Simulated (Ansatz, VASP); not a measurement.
## Two plane-wave programs on O

```
O
1.0
     3.89226    0.00000    0.00000
     0.00000    3.78946    0.00000
    -0.99666    0.00000    3.01248
O
4
Direct
  0.33297 0.69412 0.68129
  0.66703 0.69412 0.81871
  0.66703 0.30588 0.31871
  0.33297 0.30588 0.18130
```

Alike in both runs: task single point; functional PBEsol; k mesh 6 × 6 × 6; occupations gaussian, width 0.05 eV; no spin polarisation.

```csv
,VASP,Ansatz
version,VASP 6.6.1,Ansatz 0.2.0
potentials or method,"VASP PAW PBE potentials, release 64 (O), cutoff 520 eV","plane waves, PAW"
valence electrons in the cell,24,24
```

Ansatz gave:

| Property | Result |
| --- | --- |
| pressure (GPa) | -5.8 |
| traceless stress, the component that is largest in VASP (GPa) | -5.34 |

Problem. Which values does VASP return?

Solution. Pressure (GPa): -2.8; traceless stress, the component that is largest in VASP (GPa): -2.17.

VASP's potentials were made for PBE, not for PBEsol.

Noted on VASP's run: the standard files for N, O and F lose accuracy on very short bonds; spin is off for a triplet molecule.
